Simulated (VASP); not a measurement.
# Mn (P6_3/mmc) in VASP: further runs

The runs below take Mn through relaxation of cell and atoms, single point, with PBE.

All numbers are computed with VASP 6.6.1; they aren't measurements. Logs are shortened: lines on timing, memory, paths and dates and some standing lists are left out, and cuts for length are marked.

### Step 1. The cell of the first run

It takes space group P6_3/mmc (No. 194, hexagonal). Conventional cell: a = 2.552 Å, b = 2.552 Å, c = 4.167 Å, α = 90.00°, β = 90.00°, γ = 120.00°. Mn (site symmetry -6m2) has 12 Mn at 2.55 Å within 3.4 Å.

### Step 2. Relaxation of cell and atoms, PBE, collinear spin, ferromagnetic start

INCAR

```
PREC = Accurate
ENCUT = 600
EDIFF = 1E-6
ISMEAR = -1
SIGMA = 0.05
LREAL = False
LASPH = True
NELM = 150
ALGO = Normal
ISIF = 3
LWAVE = False
LCHARG = False
ISPIN = 2
MAGMOM = 3 3
LORBIT = 11
LMAXMIX = 4
GGA = PE
IBRION = 2
NSW = 80
EDIFFG = -0.01
```

KPOINTS

```
Automatic mesh
0
Gamma
  14 14 8
```

POSCAR

```
Mn
1.0
    2.5517868831      0.0000000000      0.0000000000
   -1.2758934415      2.2099122658      0.0000000000
    0.0000000000      0.0000000000      4.1670679801
Mn
2
Direct
    0.3333333333      0.6666666667      0.2500000000
    0.6666666667      0.3333333333      0.7500000000
```

Potentials or basis: VASP PAW PBE potentials, release 64 (Mn_pv).

The run is started by

```
$ cat potpaw_PBE.64/Mn_pv/POTCAR > POTCAR
$ mpirun -np 1 vasp_std > vasp.out
```

OUTCAR:

```text
PREC = Accurate
   ENCUT = 600
   EDIFF = 1E-6
   ISMEAR = -1
   LREAL = False
   LASPH = True
   NELM = 150
   ISIF = 3
   ISPIN = 2
   LORBIT = 11
   GGA = PE
   IBRION = 2
   NSW = 80
   EDIFFG = -0.01

 ion  position               nearest neighbor table
   1  0.333  0.667  0.250-   2 2.55   2 2.55   2 2.55   2 2.55   2 2.55   2 2.55
   2  0.667  0.333  0.750-   1 2.55   1 2.55   1 2.55   1 2.55   1 2.55   1 2.55

  LATTYP: Found a hexagonal cell.
 ALAT       =     2.5517868831
 C/A-ratio  =     1.6330000000

  Lattice vectors:

 A1 = (   2.5517868831,   0.0000000000,   0.0000000000)
 A2 = (  -1.2758934415,   2.2099122658,   0.0000000000)
 A3 = (   0.0000000000,   0.0000000000,   4.1670679801)

Analysis of symmetry for initial positions (statically):
=====================================================================
 Subroutine PRICEL returns:
 Original cell was already a primitive cell.

 Routine SETGRP: Setting up the symmetry group for a
 hexagonal supercell.

 Subroutine GETGRP returns: Found 24 space group operations
 (whereof 12 operations were pure point group operations)
 out of a pool of 24 trial point group operations.

The static configuration has the point symmetry D_3d.
 The point group associated with its full space group is D_6h.

Analysis of symmetry for dynamics (positions and initial velocities):
=====================================================================
 Subroutine PRICEL returns:
 Original cell was already a primitive cell.

 Routine SETGRP: Setting up the symmetry group for a
 hexagonal supercell.

 Subroutine GETGRP returns: Found 24 space group operations
 (whereof 12 operations were pure point group operations)
 out of a pool of 24 trial point group operations.

The dynamic configuration has the point symmetry D_3d.
 The point group associated with its full space group is D_6h.

Analysis of structural, dynamic, and magnetic symmetry:
=====================================================================
 Subroutine PRICEL returns:
 Original cell was already a primitive cell.

 Routine SETGRP: Setting up the symmetry group for a
 hexagonal supercell.

 Subroutine GETGRP returns: Found 24 space group operations
 (whereof 12 operations were pure point group operations)
 out of a pool of 24 trial point group operations.

The overall configuration has the point symmetry D_3d.
 The point group associated with its full space group is D_6h.

 Subroutine INISYM returns: Found 24 space group operations
 (whereof 12 operations are pure point group operations),
 and found     1 'primitive' translations

----------------------------------------------------------------------------------------

                                     Primitive cell

  volume of cell :      23.4990

  direct lattice vectors                    reciprocal lattice vectors
     2.551786883  0.000000000  0.000000000     0.391882256  0.226253326  0.000000000
    -1.275893442  2.209912266  0.000000000     0.000000000  0.452506652  0.000000000
     0.000000000  0.000000000  4.167067980     0.000000000  0.000000000  0.239976887

  length of vectors
     2.551786883  2.551786883  4.167067980     0.452506652  0.452506652  0.239976887

  position of ions in fractional coordinates (direct lattice)
     0.333333333  0.666666667  0.250000000
     0.666666667  0.333333333  0.750000000

  ion indices of the primitive-cell ions
   primitive index   ion index
                 1           1
                 2           2

----------------------------------------------------------------------------------------

 KPOINTS: Automatic mesh

Automatic generation of k-mesh.
 Grid dimensions read from file:
 generate k-points for:   14   14    8

 Generating k-lattice:

  Cartesian coordinates                     Fractional coordinates (reciprocal lattice)
     0.027991590  0.016160952  0.000000000     0.071428571 -0.000000000  0.000000000
     0.000000000  0.032321904  0.000000000     0.000000000  0.071428571  0.000000000
     0.000000000  0.000000000  0.029997111     0.000000000  0.000000000  0.125000000

  Length of vectors
     0.032321904  0.032321904  0.029997111

  Shift w.r.t. Gamma in fractional coordinates (k-lattice)
     0.000000000  0.000000000  0.000000000

 Subroutine IBZKPT returns following result:
 ===========================================

 Found    120 irreducible k-points:

 Following reciprocal coordinates:
            Coordinates               Weight
  0.000000  0.000000  0.000000      1.000000
  0.071429  0.000000  0.000000      6.000000
  0.142857  0.000000  0.000000      6.000000
  0.214286  0.000000  0.000000      6.000000
  0.285714  0.000000  0.000000      6.000000
  0.357143  0.000000  0.000000      6.000000
[... 16 lines left out ...]
  0.285714  0.285714  0.000000      6.000000
  0.357143  0.285714  0.000000      6.000000
 [... further k-points ...]
   k-points           NKPTS =    120   k-points in BZ     NKDIM =    120   number of bands    NBANDS=     20
   number of dos      NEDOS =    301   number of ions     NIONS =      2
   total plane-waves  NPLWV =  14400
   dimension x,y,z NGX =    20 NGY =   20 NGZ =   36
   dimension x,y,z NGXF=    40 NGYF=   40 NGZF=   72
   ions per type =               2
   NGX,Y,Z   is equivalent  to a cutoff of  13.03, 13.03, 14.36 a.u.
   NGXF,Y,Z  is equivalent  to a cutoff of  26.06, 26.06, 28.72 a.u.
 SYSTEM =  unknown system
   PREC   = accura    normal or accurate (medium, high low for compatibility)
   ISTART =      0    job   : 0-new  1-cont  2-samecut
   ICHARG =      2    charge: 1-file 2-atom 10-const
   ISPIN  =      2    spin polarized calculation?
   LNONCOLLINEAR =      F non collinear calculations
   LSORBIT =      F    spin-orbit coupling
   LASPH  =      T    aspherical Exc in radial PAW
   ENCUT  =  600.0 eV  44.10 Ry    6.64 a.u.   5.10  5.10  8.32*2*pi/ulx,y,z
   NELM   =    150;   NELMIN=  2; NELMDL= -5     # of ELM steps
   EDIFF  = 0.1E-05   stopping-criterion for ELM
   LREAL  =      F    real-space projection
   EDIFFG = -.1E-01   stopping-criterion for IOM
   NSW    =     80    number of steps for IOM
   IBRION =      2    ionic relax: 0-MD 1-quasi-New 2-CG
   NFREE  =      1    steps in history (QN), initial steepest desc. (CG)
   ISIF   =      3    stress and relaxation
   ISYM   =      2    0-nonsym 1-usesym 2-fastsym
   POTIM  = 0.5000    time-step for ionic-motion
   TEBEG  =    0.0;   TEEND  =   0.0 temperature during run
   PSTRESS=    0.0 pullay stress
   NELECT =      26.0000    total number of electrons
   NUPDOWN=      -1.0000    fix difference up-down
   EMIN   =  10.00;   EMAX   =-10.00  energy-range for DOS
   EFERMI =   0.00;   METHOD = LEGACY
   ISMEAR =    -1;   SIGMA  =   0.05  broadening in eV -4-tet -1-fermi 0-gaus
   EFERMI_NEDOS =   21; number of points for ismear=-14 and -15
   IALGO  =     38    algorithm
   IMIX   =      4    mixing-type and parameters
     AMIX     =   0.40;   BMIX     =  1.00
     AMIX_MAG =   1.60;   BMIX_MAG =  1.00
  volume/ion in A,a.u.               =      11.75        79.29
  Fermi-wavevector in a.u.,A,eV,Ry     =   1.693230  3.199741 39.008279  2.867028
  Thomas-Fermi vector in A             =   2.774673
   LORBIT       =     11    0 simple, 1 ext, 2 COOP (PROOUT), +10 PAW based schemes
   GGA     = PE    functional components
   LHFCALC =     F    Hartree Fock is set to
   AEXX    =    0.0000 exact exchange contribution
   IVDW    =     0    specifies the selected vdW correction
   LEPSILON=     F    determine dielectric tensor
   LRPA    =     F    only Hartree local field effects (RPA)
 conjugate gradient relaxation of ions
 spin polarized calculation
  energy-cutoff  :      600.00
  volume of cell :       23.50
 maximum number of plane-waves:       797
   NGX = 11   NGY = 11   NGZ = 17

--------------------------------------- Ionic step        1  -------------------------------------------

 number of electron      25.9999991 magnetization      -0.0015459

 number of electron      25.9999991 magnetization       0.0029689

 Free energy of the ion-electron system (eV)
  ---------------------------------------------------
  ext. energy  EPLUGINS =         0.00000000
  ---------------------------------------------------
  free energy    TOTEN  =       -17.74837135 eV

  energy without entropy =      -17.72351299  energy(sigma->0) =      -17.73594217

 E-fermi :   9.1585     XC(G=0): -13.4885

 val. band max:        9.1578538425   @ k =   0.5000   0.0000   0.3750
 cond. band min:       9.1586169052   @ k =   0.2143   0.0000   0.0000
 fundamental gap:      0.0007630627
 Fermi energy:         9.1585192125

 spin component 1

 k-point     1 :       0.0000    0.0000    0.0000
  band No.  band energies     occupation
      1     -38.9864      1.00000
      2     -38.4903      1.00000
      3     -38.4903      1.00000
      4     -38.4227      1.00000
      5     -38.4149      1.00000
      6     -38.4149      1.00000
[... 12 lines left out ...]
     19      17.3574      0.00000
[... 513 lines left out ...]
      4     -38.6597      1.00000
      5     -38.6512      1.00000
      6     -38.6145      1.00000
[... 12 lines left out ...]
     19      17.0487      0.00000
     20      22.0620      0.00000

 [... further k-points ...]

 spin component 2

 k-point     1 :       0.0000    0.0000    0.0000
  band No.  band energies     occupation
      1     -38.9849      1.00000
      2     -38.4888      1.00000
      3     -38.4888      1.00000
      4     -38.4212      1.00000
      5     -38.4133      1.00000
      6     -38.4133      1.00000
[... 12 lines left out ...]
     19      17.3583      0.00000
[... 513 lines left out ...]
      4     -38.6582      1.00000
      5     -38.6496      1.00000
      6     -38.6130      1.00000
[... 12 lines left out ...]
     19      17.0494      0.00000
     20      22.0626      0.00000

 [... further k-points ...]
[... 5 lines left out ...]
  --------------------------------------------------------------------------------------
  -------------------------------------------------------------------------------------
  Total       -3.0088587     -3.0088587     -3.3894876     -0.0000000     -0.0000000     -0.0000000
  in kB     -205.1456697   -205.1456697   -231.0971640     -0.0000000     -0.0000000     -0.0000000
  external PRESSURE =    -213.7961678 kB  Pullay stress =       0.0000000 kB
[... 289 lines left out ...]
--------------------------------------- Ionic step        9  -------------------------------------------

 number of electron      26.0000021 magnetization       0.0000001

 number of electron      26.0000021 magnetization      -0.0000001

 Free energy of the ion-electron system (eV)
  ---------------------------------------------------
  ext. energy  EPLUGINS =         0.00000000
  ---------------------------------------------------
  free energy    TOTEN  =       -17.90248617 eV

  energy without entropy =      -17.88077785  energy(sigma->0) =      -17.89163201

 E-fermi :  10.4272     XC(G=0): -14.0479

 val. band max:       10.4255428460   @ k =   0.2857   0.0000   0.5000
 cond. band min:      10.4433233344   @ k =   0.3571   0.2143   0.3750
 fundamental gap:      0.0177804884
 Fermi energy:        10.4271800696

 spin component 1

 k-point     1 :       0.0000    0.0000    0.0000
  band No.  band energies     occupation
      1     -37.8443      1.00000
      2     -37.1745      1.00000
      3     -37.1745      1.00000
      4     -37.0682      1.00000
      5     -37.0682      1.00000
      6     -37.0569      1.00000
[... 12 lines left out ...]
     19      19.7808      0.00000
[... 513 lines left out ...]
      4     -37.3909      1.00000
      5     -37.3761      1.00000
      6     -37.3279      1.00000
[... 12 lines left out ...]
     19      19.0435      0.00000
     20      24.4246      0.00000

 [... further k-points ...]

 spin component 2

 k-point     1 :       0.0000    0.0000    0.0000
  band No.  band energies     occupation
      1     -37.8443      1.00000
      2     -37.1745      1.00000
      3     -37.1745      1.00000
      4     -37.0682      1.00000
      5     -37.0682      1.00000
      6     -37.0569      1.00000
[... 12 lines left out ...]
     19      19.7808      0.00000
[... 513 lines left out ...]
      4     -37.3909      1.00000
      5     -37.3761      1.00000
      6     -37.3279      1.00000
[... 12 lines left out ...]
     19      19.0435      0.00000
     20      24.4246      0.00000

 [... further k-points ...]
[... 5 lines left out ...]
  --------------------------------------------------------------------------------------
  -------------------------------------------------------------------------------------
  Total       -0.0025708     -0.0025708     -0.0007284     -0.0000000     -0.0000000      0.0000000
  in kB       -0.1925586     -0.1925586     -0.0545554     -0.0000000     -0.0000000      0.0000000
  external PRESSURE =      -0.1465575 kB  Pullay stress =       0.0000000 kB
[... 17 lines left out ...]
  FREE ENERGIE OF THE ION-ELECTRON SYSTEM (eV)
  ---------------------------------------------------
  free  energy   TOTEN  =       -17.9024861706 eV

  energy  without entropy=      -17.8807778498  energy(sigma->0) =      -17.89163201

 reached required accuracy - stopping structural energy minimisation

 total charge

# of ion       s       p       d       tot
------------------------------------------
    1        0.428   6.403   5.164  11.995
    2        0.428   6.403   5.164  11.995
--------------------------------------------------
tot          0.856  12.806  10.328  23.990

 magnetization (x)

# of ion       s       p       d       tot
------------------------------------------
    1        0.000   0.000   0.000   0.000
    2        0.000   0.000   0.000   0.000
--------------------------------------------------
tot          0.000   0.000   0.000   0.000
```

Wall time 6.2 min (1 thread of Intel Xeon 6975P-C, shared host); peak memory 0.23 GiB.

What came out:

* Free energy: -17.9025 eV
* Relaxed volume: 10.70 Å³/atom
* Relaxed cell: a = 2.481 Å, b = 2.481 Å, c = 4.013 Å, α = 90.00°, β = 90.00°, γ = 120.00°
* Space group after relaxing (to 0.05 Å): P6_3/mmc (No. 194)
* Energy gained by relaxing: 77.1 meV/atom
* Ionic steps: 9
* Pressure after relaxing: 0.0 GPa
* Band gap on the k mesh: zero (filled and empty bands overlap)
* Net moment: 0.00 μB per cell
* Valence electrons inside the program's atomic spheres: Mn 11.99

The path:
```csv
step,energy change (eV),largest force (eV/Å),pressure (GPa),volume (Å³)
1,0.0000,0.0000,-21.38,23.50
2,0.2726,0.0000,54.87,18.56
3,-0.1533,0.0000,-0.98,21.47
4,-0.1536,0.0000,-0.15,21.41
5,-0.1536,0.0000,0.33,21.37
6,-0.1541,0.0000,0.35,21.37
7,-0.1541,0.0000,0.34,21.37
8,-0.1541,0.0000,-0.34,21.43
9,-0.1541,0.0000,-0.01,21.39
```

Final structure:
```yaml
crystal:
  lattice:
    - [2.48093, 0.00000, 0.00000]
    - [-1.24047, 2.14855, 0.00000]
    - [0.00000, 0.00000, 4.01289]
  atoms:
    - { symbol: Mn, position: [0.33333, 0.66667, 0.25000] }
    - { symbol: Mn, position: [0.66667, 0.33333, 0.75000] }
```

Caveat: the starting moments collapsed, and a magnetic state may lie lower.

[end of part 1 of 2]
